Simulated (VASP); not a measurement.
# Pr4O (Pm-3m) in VASP: single point with PBE

Aim: the single point of Pr4O with PBE.

Program: VASP 6.6.1. These are calculated values, not measurements. Logs are shortened: lines on timing, memory, paths and dates and some standing lists are left out, and cuts for length are marked.

## (1) The cell of the first run

Symmetry: Pm-3m, No. 221, cubic system. The conventional cell has a = 4.853 Å, b = 4.853 Å, c = 4.853 Å, α = 90.00°, β = 90.00°, γ = 90.00°. Within 3.2 Å of Pr (site symmetry 4/mmm) lie 2 O at 2.43 Å. Pr (site symmetry m-3m) has 12 Pr at 3.43 Å and 8 O at 4.20 Å within 4.5 Å. Within 3.2 Å of O (site symmetry m-3m) lie 6 Pr at 2.43 Å.

## (2) Single point, PBE

Input file INCAR:

```
  PREC = Accurate
  ENCUT = 520
  EDIFF = 1E-6
  ISMEAR = 0
  SIGMA = 0.1
  LREAL = F
  LASPH = T
  NELM = 80
  ALGO = Normal
  ISIF = 2
  LWAVE = F
  LCHARG = F
  GGA = PE
  NBANDS = 37
```

Input file KPOINTS:

```
Automatic mesh
0
Gamma
  4 4 4
```

Input file POSCAR:

```
Pr4O
1.0
    4.8531196200      0.0000000000      0.0000000000
    0.0000000000      4.8531196200      0.0000000000
    0.0000000000      0.0000000000      4.8531196200
Pr O
4 1
Direct
    0.0000000000      0.5000000000      0.5000000000
    0.5000000000      0.5000000000      0.0000000000
    0.5000000000      0.0000000000      0.5000000000
    0.0000000000      0.0000000000      0.0000000000
    0.5000000000      0.5000000000      0.5000000000
```

Potentials or basis: VASP PAW PBE potentials, release 64 (Pr, O).

Command:

```sh
> cat potpaw_PBE.64/Pr/POTCAR potpaw_PBE.64/O/POTCAR > POTCAR
> mpirun -np 1 vasp_std > vasp.out
```

OUTCAR:

```text
PREC = Accurate
   ENCUT = 520
   EDIFF = 1E-6
   ISMEAR = 0
   LREAL = F
   LASPH = T
   NELM = 80
   ISIF = 2
   GGA = PE

 ion  position               nearest neighbor table
   1  0.000  0.500  0.500-   5 2.43   5 2.43   4 3.43   2 3.43   2 3.43   4 3.43   3 3.43   4 3.43
                             4 3.43   2 3.43   3 3.43   3 3.43   2 3.43   3 3.43
   2  0.500  0.500  0.000-   5 2.43   5 2.43   4 3.43   1 3.43   1 3.43   3 3.43   3 3.43   3 3.43
                             4 3.43   3 3.43   1 3.43   4 3.43   1 3.43   4 3.43
   3  0.500  0.000  0.500-   5 2.43   5 2.43   4 3.43   1 3.43   2 3.43   4 3.43   1 3.43   2 3.43
                             2 3.43   2 3.43   1 3.43   4 3.43   4 3.43   1 3.43
   4  0.000  0.000  0.000-   1 3.43   2 3.43   3 3.43   1 3.43   3 3.43   1 3.43   2 3.43   1 3.43
                             2 3.43   3 3.43   3 3.43   2 3.43
   5  0.500  0.500  0.500-   1 2.43   2 2.43   3 2.43   2 2.43   3 2.43   1 2.43

  LATTYP: Found a simple cubic cell.
 ALAT       =     4.8531196200

  Lattice vectors:

 A1 = (   4.8531196200,   0.0000000000,   0.0000000000)
 A2 = (   0.0000000000,   4.8531196200,   0.0000000000)
 A3 = (   0.0000000000,   0.0000000000,   4.8531196200)

Analysis of symmetry for initial positions (statically):
=====================================================================
 Subroutine PRICEL returns:
 Original cell was already a primitive cell.

 Routine SETGRP: Setting up the symmetry group for a
 simple cubic supercell.

 Subroutine GETGRP returns: Found 48 space group operations
 (whereof 48 operations were pure point group operations)
 out of a pool of 48 trial point group operations.

The static configuration has the point symmetry O_h .

Analysis of symmetry for dynamics (positions and initial velocities):
=====================================================================
 Subroutine PRICEL returns:
 Original cell was already a primitive cell.

 Routine SETGRP: Setting up the symmetry group for a
 simple cubic supercell.

 Subroutine GETGRP returns: Found 48 space group operations
 (whereof 48 operations were pure point group operations)
 out of a pool of 48 trial point group operations.

The dynamic configuration has the point symmetry O_h .

 Subroutine INISYM returns: Found 48 space group operations
 (whereof 48 operations are pure point group operations),
 and found     1 'primitive' translations

----------------------------------------------------------------------------------------

                                     Primitive cell

  volume of cell :     114.3044

  direct lattice vectors                    reciprocal lattice vectors
     4.853119620  0.000000000  0.000000000     0.206053029  0.000000000  0.000000000
     0.000000000  4.853119620  0.000000000     0.000000000  0.206053029  0.000000000
     0.000000000  0.000000000  4.853119620     0.000000000  0.000000000  0.206053029

  length of vectors
     4.853119620  4.853119620  4.853119620     0.206053029  0.206053029  0.206053029

  position of ions in fractional coordinates (direct lattice)
     0.000000000  0.500000000  0.500000000
     0.500000000  0.500000000  0.000000000
     0.500000000  0.000000000  0.500000000
     0.000000000  0.000000000  0.000000000
     0.500000000  0.500000000  0.500000000

  ion indices of the primitive-cell ions
   primitive index   ion index
                 1           1
                 2           2
                 3           3
                 4           4
                 5           5

----------------------------------------------------------------------------------------

 KPOINTS: Automatic mesh

Automatic generation of k-mesh.
 Grid dimensions read from file:
 generate k-points for:    4    4    4

 Generating k-lattice:

  Cartesian coordinates                     Fractional coordinates (reciprocal lattice)
     0.051513257  0.000000000  0.000000000     0.250000000  0.000000000  0.000000000
     0.000000000  0.051513257  0.000000000     0.000000000  0.250000000  0.000000000
     0.000000000  0.000000000  0.051513257     0.000000000  0.000000000  0.250000000

  Length of vectors
     0.051513257  0.051513257  0.051513257

  Shift w.r.t. Gamma in fractional coordinates (k-lattice)
     0.000000000  0.000000000  0.000000000

 Subroutine IBZKPT returns following result:
 ===========================================

 Found     10 irreducible k-points:

 Following reciprocal coordinates:
            Coordinates               Weight
  0.000000  0.000000  0.000000      1.000000
  0.250000  0.000000  0.000000      6.000000
  0.500000  0.000000  0.000000      3.000000
  0.250000  0.250000  0.000000     12.000000
  0.500000  0.250000  0.000000     12.000000
  0.500000  0.500000  0.000000      3.000000
  0.250000  0.250000  0.250000      8.000000
  0.500000  0.250000  0.250000     12.000000
  0.500000  0.500000  0.250000      6.000000
  0.500000  0.500000  0.500000      1.000000
   k-points           NKPTS =     10   k-points in BZ     NKDIM =     10   number of bands    NBANDS=     37
   number of dos      NEDOS =    301   number of ions     NIONS =      5
   total plane-waves  NPLWV =  46656
   dimension x,y,z NGX =    36 NGY =   36 NGZ =   36
   dimension x,y,z NGXF=    72 NGYF=   72 NGZF=   72
   ions per type =               4   1
   NGX,Y,Z   is equivalent  to a cutoff of  12.33, 12.33, 12.33 a.u.
   NGXF,Y,Z  is equivalent  to a cutoff of  24.66, 24.66, 24.66 a.u.
 SYSTEM =  unknown system
   PREC   = accura    normal or accurate (medium, high low for compatibility)
   ISTART =      0    job   : 0-new  1-cont  2-samecut
   ICHARG =      2    charge: 1-file 2-atom 10-const
   ISPIN  =      1    spin polarized calculation?
   LNONCOLLINEAR =      F non collinear calculations
   LSORBIT =      F    spin-orbit coupling
   LASPH  =      T    aspherical Exc in radial PAW
   ENCUT  =  520.0 eV  38.22 Ry    6.18 a.u.   9.02  9.02  9.02*2*pi/ulx,y,z
   NELM   =     80;   NELMIN=  2; NELMDL= -5     # of ELM steps
   EDIFF  = 0.1E-05   stopping-criterion for ELM
   LREAL  =      F    real-space projection
   EDIFFG = 0.1E-04   stopping-criterion for IOM
   NSW    =      0    number of steps for IOM
   IBRION =     -1    ionic relax: 0-MD 1-quasi-New 2-CG
   NFREE  =      0    steps in history (QN), initial steepest desc. (CG)
   ISIF   =      2    stress and relaxation
   ISYM   =      2    0-nonsym 1-usesym 2-fastsym
   POTIM  = 0.5000    time-step for ionic-motion
   TEBEG  =    0.0;   TEEND  =   0.0 temperature during run
   PSTRESS=    0.0 pullay stress
   NELECT =      58.0000    total number of electrons
   NUPDOWN=      -1.0000    fix difference up-down
   EMIN   =  10.00;   EMAX   =-10.00  energy-range for DOS
   EFERMI =   0.00;   METHOD = LEGACY
   ISMEAR =     0;   SIGMA  =   0.10  broadening in eV -4-tet -1-fermi 0-gaus
   EFERMI_NEDOS =   21; number of points for ismear=-14 and -15
   IALGO  =     38    algorithm
   IMIX   =      4    mixing-type and parameters
     AMIX     =   0.40;   BMIX     =  1.00
     AMIX_MAG =   1.60;   BMIX_MAG =  1.00
  volume/ion in A,a.u.               =      22.86       154.27
  Fermi-wavevector in a.u.,A,eV,Ry     =   1.305759  2.467528 23.198037  1.705008
  Thomas-Fermi vector in A             =   2.436607
   LORBIT       =      0    0 simple, 1 ext, 2 COOP (PROOUT), +10 PAW based schemes
   GGA     = PE    functional components
   LHFCALC =     F    Hartree Fock is set to
   AEXX    =    0.0000 exact exchange contribution
   IVDW    =     0    specifies the selected vdW correction
   LEPSILON=     F    determine dielectric tensor
   LRPA    =     F    only Hartree local field effects (RPA)
 non-spin polarized calculation
 Gauss-broadening in eV      SIGMA  =   0.10
  energy-cutoff  :      520.00
  volume of cell :      114.30
 maximum number of plane-waves:      3112
   NGX = 19   NGY = 19   NGZ = 19

 number of electron      57.9999988 magnetization

 Free energy of the ion-electron system (eV)
  ---------------------------------------------------
  ext. energy  EPLUGINS =         0.00000000
  ---------------------------------------------------
  free energy    TOTEN  =       -30.84901698 eV

  energy without entropy =      -30.66116467  energy(sigma->0) =      -30.75509082

 E-fermi :   8.0338     XC(G=0): -11.2032

 val. band max:        8.0319533858   @ k =   0.2500   0.2500   0.0000
 cond. band min:       8.0599973199   @ k =   0.5000   0.2500   0.0000
 fundamental gap:      0.0280439341
 Fermi energy:         8.0338213472

 k-point     1 :       0.0000    0.0000    0.0000
  band No.  band energies     occupation
      1     -27.8611      2.00000
      2     -27.3987      2.00000
      3     -27.3987      2.00000
      4     -27.3589      2.00000
      5     -11.4745      2.00000
      6     -10.7944      2.00000
[... 29 lines left out ...]
     36       8.2510      0.00213
     37       8.2511      0.00212

 k-point     2 :       0.2500    0.0000    0.0000
  band No.  band energies     occupation
      1     -27.7948      2.00000
      2     -27.4607      2.00000
      3     -27.3979      2.00000
      4     -27.3653      2.00000
      5     -12.0753      2.00000
      6     -10.6381      2.00000
[... 29 lines left out ...]
     36       8.2371      0.00404
     37       8.2389      0.00373

 k-point     3 :       0.5000    0.0000    0.0000
  band No.  band energies     occupation
      1     -27.6534      2.00000
      2     -27.6044      2.00000
      3     -27.3972      2.00000
      4     -27.3651      2.00000
      5     -12.4105      2.00000
      6     -10.3268      2.00000
[... 29 lines left out ...]
     36       8.2447      0.00286
     37       8.3035      0.00014
[... 201 lines left out ...]
 k-point     9 :       0.5000    0.5000    0.2500
  band No.  band energies     occupation
      1     -27.5210      2.00000
      2     -27.5178      2.00000
      3     -27.5178      2.00000
      4     -27.4483      2.00000
      5     -13.4254      2.00000
      6     -10.6111      2.00000
[... 29 lines left out ...]
     36       8.1779      0.04163
     37       8.3190      0.00006

 k-point    10 :       0.5000    0.5000    0.5000
  band No.  band energies     occupation
      1     -27.5165      2.00000
      2     -27.5165      2.00000
      3     -27.5165      2.00000
      4     -27.4470      2.00000
      5     -13.6855      2.00000
      6     -10.8174      2.00000
[... 29 lines left out ...]
     36       8.1614      0.07124
     37       8.3088      0.00010

------------------------ aborting loop because EDIFF is reached ----------------------------------------

  FORCE on cell =-STRESS in cart. coord.  units (eV):
  Direction    XX          YY          ZZ          XY          YZ          ZX
  --------------------------------------------------------------------------------------
  -------------------------------------------------------------------------------------
  Total       -1.0906392     -1.0906392     -1.0906392      0.0000000      0.0000000     -0.0000000
  in kB      -15.2872263    -15.2872263    -15.2872263      0.0000000      0.0000000     -0.0000000
  external PRESSURE =     -15.2872263 kB  Pullay stress =       0.0000000 kB

 VOLUME and BASIS-vectors are now :
 -----------------------------------------------------------------------------
  energy-cutoff  :      520.00
  volume of cell :      114.30
      direct lattice vectors                 reciprocal lattice vectors
     4.853119620  0.000000000  0.000000000     0.206053029  0.000000000  0.000000000
     0.000000000  4.853119620  0.000000000     0.000000000  0.206053029  0.000000000
     0.000000000  0.000000000  4.853119620     0.000000000  0.000000000  0.206053029

 POSITION                                       TOTAL-FORCE (eV/Angst)
 -----------------------------------------------------------------------------------
      0.00000      2.42656      2.42656         0.000000      0.000000      0.000000
      2.42656      2.42656      0.00000         0.000000      0.000000      0.000000
      2.42656      0.00000      2.42656         0.000000      0.000000      0.000000
      0.00000      0.00000      0.00000         0.000000      0.000000      0.000000
      2.42656      2.42656      2.42656         0.000000      0.000000      0.000000
 -----------------------------------------------------------------------------------
    total drift:                                0.000000      0.000000      0.000000

  FREE ENERGIE OF THE ION-ELECTRON SYSTEM (eV)
  ---------------------------------------------------
  free  energy   TOTEN  =       -30.8490169792 eV

  energy  without entropy=      -30.6611646685  energy(sigma->0) =      -30.75509082
```

It took 2.3 min on 1 thread of Intel Xeon Platinum 8488C (Sapphire Rapids), shared host; peak memory 0.21 GiB.

Results:

```yaml
Free_energy: -30.8490 eV
Pressure: -1.5 GPa
Band_gap_on_the_k_mesh: zero (band 29 reaches 8.15 eV, above the bottom of band 30 at 7.97 eV)
```

Caveat: spin-orbit coupling is left out, which moves the levels of the heavy elements; the run has no spin polarisation, though such a crystal can be magnetic; without U or exact exchange the open f shell lies at the Fermi level, which spoils levels, moments and volumes. Spin polarisation is off, so any magnetic state and its effect on volume and gap are missing.
